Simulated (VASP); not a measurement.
# Na4AlO (P4/mbm) in VASP: notebook, part 2 of 2

VASP 6.6.1.

**3. Relaxation of cell and atoms, PBE**

This run uses another cell than the first one, of 24.21 Å³/atom.

File INCAR:

```
SYSTEM = Na4AlO
  PREC = Accurate
  ENCUT = 600
  EDIFF = 1E-6
  ISMEAR = 0
  SIGMA = 0.1
  LREAL = .FALSE.
  LASPH = .TRUE.
  NELM = 80
  ALGO = Fast
  ISIF = 3
  LWAVE = .FALSE.
  LCHARG = .FALSE.
  GGA = PE
  IBRION = 2
  NSW = 100
  EDIFFG = -0.01
```

File KPOINTS:

```
regular mesh
0
G
  6 6 4
  0 0 0
```

File POSCAR:

```
Na4AlO
1.0
    6.2139784235      0.0000000000      0.0000000000
    0.0000000000      6.2139784235      0.0000000000
    0.0000000000      0.0000000000      7.5233983888
Na Al O
8 2 2
Direct
    0.5000000000      0.5000000000      0.3021122358
    0.5000000000      0.5000000000      0.6978877642
    0.0000000000      0.0000000000      0.6978877642
    0.0000000000      0.0000000000      0.3021122358
    0.8005328371      0.3005328371      0.0000000000
    0.1994671629      0.6994671629      0.0000000000
    0.3005328371      0.1994671629      0.0000000000
    0.6994671629      0.8005328371      0.0000000000
    0.0000000000      0.5000000000      0.5000000000
    0.5000000000      0.0000000000      0.5000000000
    0.5000000000      0.5000000000      0.0000000000
    0.0000000000      0.0000000000      0.0000000000
```

Potentials or basis: VASP PAW PBE potentials, release 64 (Na_pv, Al, O).

On the command line:

```
cat potpaw_PBE.64/Na_pv/POTCAR potpaw_PBE.64/Al/POTCAR potpaw_PBE.64/O/POTCAR > POTCAR
mpirun -np 1 vasp_std > vasp.out
```

OUTCAR:

```text
SYSTEM = Na4AlO
   PREC = Accurate
   ENCUT = 600
   EDIFF = 1E-6
   ISMEAR = 0
   LREAL = .FALSE.
   LASPH = .TRUE.
   NELM = 80
   ISIF = 3
   GGA = PE
   IBRION = 2
   NSW = 100
   EDIFFG = -0.01

 ion  position               nearest neighbor table
   1  0.500  0.500  0.302-  11 2.27
   2  0.500  0.500  0.698-  11 2.27
   3  0.000  0.000  0.698-  12 2.27
   4  0.000  0.000  0.302-  12 2.27
   5  0.801  0.301  0.000-  11 2.24  12 2.24
   6  0.199  0.699  0.000-  11 2.24  12 2.24
   7  0.301  0.199  0.000-  11 2.24  12 2.24
   8  0.699  0.801  0.000-  11 2.24  12 2.24
   9  0.000  0.500  0.500-
  10  0.500  0.000  0.500-
  11  0.500  0.500  0.000-   5 2.24   6 2.24   7 2.24   8 2.24   1 2.27   2 2.27
  12  0.000  0.000  0.000-   5 2.24   6 2.24   7 2.24   8 2.24   3 2.27   4 2.27

  LATTYP: Found a simple tetragonal cell.
 ALAT       =     6.2139784235
 C/A-ratio  =     1.2107216788

  Lattice vectors:

 A1 = (   6.2139784235,   0.0000000000,   0.0000000000)
 A2 = (   0.0000000000,   6.2139784235,   0.0000000000)
 A3 = (   0.0000000000,   0.0000000000,   7.5233983888)

Analysis of symmetry for initial positions (statically):
=====================================================================
 Subroutine PRICEL returns:
 Original cell was already a primitive cell.

 Routine SETGRP: Setting up the symmetry group for a
 simple tetragonal supercell.

 Subroutine GETGRP returns: Found 16 space group operations
 (whereof  8 operations were pure point group operations)
 out of a pool of 16 trial point group operations.

The static configuration has the point symmetry C_4h.
 The point group associated with its full space group is D_4h.

Analysis of symmetry for dynamics (positions and initial velocities):
=====================================================================
 Subroutine PRICEL returns:
 Original cell was already a primitive cell.

 Routine SETGRP: Setting up the symmetry group for a
 simple tetragonal supercell.

 Subroutine GETGRP returns: Found 16 space group operations
 (whereof  8 operations were pure point group operations)
 out of a pool of 16 trial point group operations.

The dynamic configuration has the point symmetry C_4h.
 The point group associated with its full space group is D_4h.

 Subroutine INISYM returns: Found 16 space group operations
 (whereof  8 operations are pure point group operations),
 and found     1 'primitive' translations

----------------------------------------------------------------------------------------

                                     Primitive cell

  volume of cell :     290.5050

  direct lattice vectors                    reciprocal lattice vectors
     6.213978424  0.000000000  0.000000000     0.160927498  0.000000000  0.000000000
     0.000000000  6.213978424  0.000000000     0.000000000  0.160927498  0.000000000
     0.000000000  0.000000000  7.523398389     0.000000000  0.000000000  0.132918656

  length of vectors
     6.213978424  6.213978424  7.523398389     0.160927498  0.160927498  0.132918656

  position of ions in fractional coordinates (direct lattice)
     0.500000000  0.500000000  0.302112236
     0.500000000  0.500000000  0.697887764
[... 90 lines left out ...]
   ICHARG =      2    charge: 1-file 2-atom 10-const
   ISPIN  =      1    spin polarized calculation?
   LNONCOLLINEAR =      F non collinear calculations
   LSORBIT =      F    spin-orbit coupling
   LASPH  =      T    aspherical Exc in radial PAW
   ENCUT  =  600.0 eV  44.10 Ry    6.64 a.u.  12.41 12.41 15.03*2*pi/ulx,y,z
   NELM   =     80;   NELMIN=  2; NELMDL= -5     # of ELM steps
   EDIFF  = 0.1E-05   stopping-criterion for ELM
   LREAL  =      F    real-space projection
   EDIFFG = -.1E-01   stopping-criterion for IOM
   NSW    =    100    number of steps for IOM
   IBRION =      2    ionic relax: 0-MD 1-quasi-New 2-CG
   NFREE  =      1    steps in history (QN), initial steepest desc. (CG)
   ISIF   =      3    stress and relaxation
   ISYM   =      2    0-nonsym 1-usesym 2-fastsym
   POTIM  = 0.5000    time-step for ionic-motion
   TEBEG  =    0.0;   TEEND  =   0.0 temperature during run
   PSTRESS=    0.0 pullay stress
   NELECT =      74.0000    total number of electrons
   NUPDOWN=      -1.0000    fix difference up-down
   EMIN   =  10.00;   EMAX   =-10.00  energy-range for DOS
   EFERMI =   0.00;   METHOD = LEGACY
   ISMEAR =     0;   SIGMA  =   0.10  broadening in eV -4-tet -1-fermi 0-gaus
   EFERMI_NEDOS =   21; number of points for ismear=-14 and -15
   IALGO  =     68    algorithm
   IMIX   =      4    mixing-type and parameters
     AMIX     =   0.40;   BMIX     =  1.00
     AMIX_MAG =   1.60;   BMIX_MAG =  1.00
  volume/ion in A,a.u.               =      24.21       163.37
  Fermi-wavevector in a.u.,A,eV,Ry     =   1.037769  1.961100 14.653005  1.076965
  Thomas-Fermi vector in A             =   2.172223
   LORBIT       =      0    0 simple, 1 ext, 2 COOP (PROOUT), +10 PAW based schemes
   GGA     = PE    functional components
   LHFCALC =     F    Hartree Fock is set to
   AEXX    =    0.0000 exact exchange contribution
   IVDW    =     0    specifies the selected vdW correction
   LEPSILON=     F    determine dielectric tensor
   LRPA    =     F    only Hartree local field effects (RPA)
 conjugate gradient relaxation of ions
 non-spin polarized calculation
 RMM-DIIS sequential band-by-band and
 Gauss-broadening in eV      SIGMA  =   0.10
  energy-cutoff  :      600.00
  volume of cell :      290.50
 maximum number of plane-waves:      9732
 NGX is ok and might be reduce to    50
   NGX = 25   NGY = 25   NGZ = 31

--------------------------------------- Ionic step        1  -------------------------------------------

 number of electron      73.9999931 magnetization

 Free energy of the ion-electron system (eV)
  ---------------------------------------------------
  ext. energy  EPLUGINS =         0.00000000
  ---------------------------------------------------
  free energy    TOTEN  =       -32.74038028 eV

  energy without entropy =      -32.70464370  energy(sigma->0) =      -32.72251199

------------------------ aborting loop because EDIFF is reached ----------------------------------------

  FORCE on cell =-STRESS in cart. coord.  units (eV):
  Direction    XX          YY          ZZ          XY          YZ          ZX
  --------------------------------------------------------------------------------------
  -------------------------------------------------------------------------------------
  Total       -0.4160836     -0.4160836      1.2228847      0.0000000     -0.0000000      0.0000000
  in kB       -2.2947620     -2.2947620      6.7443879      0.0000000     -0.0000000      0.0000000
  external PRESSURE =       0.7182880 kB  Pullay stress =       0.0000000 kB
[... 119 lines left out ...]
  FREE ENERGIE OF THE ION-ELECTRON SYSTEM (eV)
  ---------------------------------------------------
  free  energy   TOTEN  =       -32.7571200947 eV

  energy  without entropy=      -32.7235653817  energy(sigma->0) =      -32.74034274

[... ionic steps 4 to 12 ...]

--------------------------------------- Ionic step       13  -------------------------------------------

 number of electron      74.0000029 magnetization

------------------------ aborting loop because EDIFF is reached ----------------------------------------
[... 87 lines left out ...]
--------------------------------------- Ionic step       15  -------------------------------------------

 number of electron      74.0000033 magnetization

 Free energy of the ion-electron system (eV)
  ---------------------------------------------------
  ext. energy  EPLUGINS =         0.00000000
  ---------------------------------------------------
  free energy    TOTEN  =       -32.76707681 eV

  energy without entropy =      -32.73472929  energy(sigma->0) =      -32.75090305

 E-fermi :   1.2679     XC(G=0):  -7.5579

 val. band max:        1.2659269596   @ k =   0.5000   0.5000   0.5000
 cond. band min:       1.2814797544   @ k =   0.3333   0.1667   0.5000
 fundamental gap:      0.0155527948
 Fermi energy:         1.2678597831

 k-point     1 :       0.0000    0.0000    0.0000
  band No.  band energies     occupation
      1     -22.8047      2.00000
      2     -22.7417      2.00000
      3     -22.7417      2.00000
      4     -22.7411      2.00000
      5     -22.7372      2.00000
      6     -22.7372      2.00000
[... 1117 lines left out ...]
     43       4.4754      0.00000
     44       4.4754      0.00000

 [... further k-points ...]

------------------------ aborting loop because EDIFF is reached ----------------------------------------

  FORCE on cell =-STRESS in cart. coord.  units (eV):
  Direction    XX          YY          ZZ          XY          YZ          ZX
  --------------------------------------------------------------------------------------
  -------------------------------------------------------------------------------------
  Total       -0.0599689     -0.0599689      0.0105063      0.0000000      0.0000000      0.0000000
  in kB       -0.3300358     -0.3300358      0.0578210      0.0000000      0.0000000      0.0000000
  external PRESSURE =      -0.2007502 kB  Pullay stress =       0.0000000 kB
[... 27 lines left out ...]
  FREE ENERGIE OF THE ION-ELECTRON SYSTEM (eV)
  ---------------------------------------------------
  free  energy   TOTEN  =       -32.7670768148 eV

  energy  without entropy=      -32.7347292888  energy(sigma->0) =      -32.75090305

 reached required accuracy - stopping structural energy minimisation
```

It took 2.3 h on 1 thread of Oxide Virtual Turin-like, shared host; peak memory 0.6 GiB.

What came out:

```
Free energy                           : -32.7671 eV
Relaxed volume                        : 24.26 Å³/atom
Relaxed cell                          : a = 6.145 Å, b = 6.145 Å, c = 7.709 Å, α = 90.00°, β = 90.00°, γ = 90.00°
Space group after relaxing (to 0.1 Å) : P4/mbm (No. 127)
Energy gained by relaxing             : 2.2 meV/atom
Ionic steps                           : 15
Pressure after relaxing               : 0.0 GPa
Largest force after relaxing          : 0.003 eV/Å
Band gap on the k mesh                : zero (bands 37 and 38 overlap by 0.71 eV)
```

Forces on the atoms (eV/Å):
```
Na   0.000  0.000 -0.003
Na   0.000  0.000  0.003
Na   0.000  0.000  0.003
Na   0.000  0.000 -0.003
Na   0.001  0.001  0.000
Na  -0.001 -0.001  0.000
Na   0.001 -0.001  0.000
Na  -0.001  0.001  0.000
Al   0.000  0.000  0.000
Al   0.000  0.000  0.000
O    0.000  0.000  0.000
O    0.000  0.000  0.000
```

The path:
```
step  energy change (eV)  largest force (eV/Å)  pressure (GPa)  volume (Å³)
   1              0.0000                0.0359            0.07       290.50
   2             -0.0070                0.0433            0.05       290.96
   3             -0.0167                0.0591            0.02       291.99
   4             -0.0104                0.0789           -0.03       293.92
   5             -0.0184                0.0687            0.01       292.62
   6             -0.0203                0.0395            0.01       292.84
   7             -0.0220                0.0355           -0.01       293.20
   8             -0.0206                0.0789           -0.02       293.91
   9             -0.0223                0.0361           -0.02       293.38
  10             -0.0231                0.0321           -0.03       293.07
  11             -0.0251                0.0217           -0.01       292.12
  12             -0.0264                0.0100            0.04       290.24
  13             -0.0265                0.0114            0.04       290.63
  14             -0.0262                0.0253           -0.10       291.82
  15             -0.0267                0.0035           -0.02       291.12
```

Final structure:
```xyz
12
Lattice="6.1451 0.0000 0.0000 0.0000 6.1451 0.0000 0.0000 0.0000 7.7092" Properties=species:S:1:pos:R:3 pbc="T T T"
Na    3.0726    3.0726    2.3028
Na    3.0726    3.0726    5.4064
Na    6.1451    0.0000    5.4064
Na    0.0000    0.0000    2.3028
Na    4.9710    1.8984    0.0000
Na    1.1741    4.2467    0.0000
Na    1.8984    1.1741    0.0000
Na    4.2467    4.9710    0.0000
Al    0.0000    3.0726    3.8546
Al    3.0726    0.0000    3.8546
O     3.0726    3.0726    0.0000
O     0.0000    0.0000    0.0000
```
